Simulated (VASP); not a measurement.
**GaN: single point with PBE**

GaN:

```
CELL_PARAMETERS angstrom
3.13021 0.00000 0.00000
-1.56510 2.71084 0.00000
0.00000 0.00000 5.42087
ATOMIC_POSITIONS crystal
Ga 0.33333 0.66667 0.49913
Ga 0.66667 0.33333 0.99913
N 0.33333 0.66667 0.87587
N 0.66667 0.33333 0.37587
```

```
Program             : VASP 6.6.1
Task                : single point
Functional          : PBE
Potentials or basis : VASP PAW PBE potentials, release 64 (Ga_d, N)
Cutoff              : 600 eV
k mesh              : 9 × 9 × 5
Occupations         : gaussian, width 0.02 eV
Spin                : no spin polarisation
```

```
Pressure               : 5.0 GPa
Largest force          : 0.453 eV/Å
Band gap on the k mesh : 1.62 eV, direct
```

Forces in eV/Å, atoms in the order of the input:
```
Ga   0.000  0.000  0.453
Ga   0.000  0.000  0.453
N    0.000  0.000 -0.453
N    0.000  0.000 -0.453
```

Stress tensor (GPa, compression positive):
```
12.22  0.00  0.00
 0.00 12.22  0.00
 0.00  0.00 -9.42
```

Levels at points of the mesh, in eV from the valence-band top:
```csv
k point,band 15,band 16,band 17,band 18,band 19,band 20,band 21,band 22
"(0.00, 0.00, 0.00)",-0.82,-0.28,0.00,0.00,1.62,4.70,8.63,9.67
```

It took 100 s on 1 thread of Intel Xeon 8259CL, on a shared host, peak memory 0.2 GiB.

Expect the measured gap to be larger: semilocal functionals such as PBE lack the derivative discontinuity.
